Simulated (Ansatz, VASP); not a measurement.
# Si in VASP and in Ansatz

File INCAR:

```
PREC = Accurate
ENCUT = 520
EDIFF = 1E-6
ISMEAR = -1
SIGMA = 0.05
LREAL = F
LASPH = T
NELM = 60
ALGO = Normal
ISIF = 2
LWAVE = F
LCHARG = F
NBANDS = 11
```

Contents of KPOINTS:

```
Automatic mesh
0
Gamma
  16 16 16
```

The input POSCAR:

```
Si
1.0
   -2.2510000000      2.3685000000      1.2495000000
    2.2510000000     -2.3685000000      1.2495000000
    2.2510000000      2.3685000000     -1.2495000000
Si
2
Direct
    0.8070000000      0.5570000000      0.2500000000
    0.1930000000      0.4430000000      0.7500000000
```

Input for Ansatz:

```yaml
crystal:
  lattice:
    - [-2.251, 2.3685, 1.2495]
    - [2.251, -2.3685, 1.2495]
    - [2.251, 2.3685, -1.2495]
  atoms:
    - { symbol: Si, position: [0.807, 0.557, 0.25] }
    - { symbol: Si, position: [0.193, 0.443, 0.75] }
kpoints:
  mp_grid: { grid: [16, 16, 16] }
  band_path:
    path:
      - [0.0, 0.0, 0.0]
      - [0.5, -0.5, 0.5]
      - [0.4758105458, -0.4758105458, 0.5241894542]
      - [-0.4758105458, 0.4758105458, 0.4758105458]
      - [0.0, 0.0, 0.0]
      - [0.3195770084, 0.3195770084, -0.3195770084]
      - [0.6804229916, -0.3195770084, 0.3195770084]
      - [0.5, -0.5, 0.5]
      - [0.0, 0.0, 0.0]
    npoints: 5
scf:
  occupations: { method: fermi_dirac, width: 0.05 }
hamiltonian:
  xc: lda
  pseudopotentials: { kind: all_electron, lapw: { basis_error: 0.0005 } }
output:
  forces: true
  stress: true
  eigenvalues: true
```

Change from the starting cell: zz strain of -2 %.

Alike in both runs: task single point; functional LDA; k mesh 16 × 16 × 16; occupations fermi-dirac, width 0.05 eV; no spin polarisation.

```csv
,VASP,Ansatz
version,VASP 6.6.1,Ansatz 0.2.0
potentials or method,"VASP PAW LDA potentials, release 64 (Si), cutoff 520 eV","all-electron LAPW, scalar-relativistic"
```

|  | VASP | Ansatz | Ansatz less VASP |
| --- | --- | --- | --- |
| pressure (GPa) | 14.3 | 14.1 | -0.19 |
| traceless stress, the component that is largest in VASP (GPa) | 1.01 | 1.03 | +0.018 |
| rms of the force components (eV/Å) | 0.004 | 0.004 | -0.0001 |

LDA's correlation is that of Perdew and Zunger in VASP and of Perdew and Wang (1992) in Ansatz. Atom by atom the forces differ by 0.000 eV/Å (rms over components). Ansatz ran all-electron here, and VASP with PAW potentials.
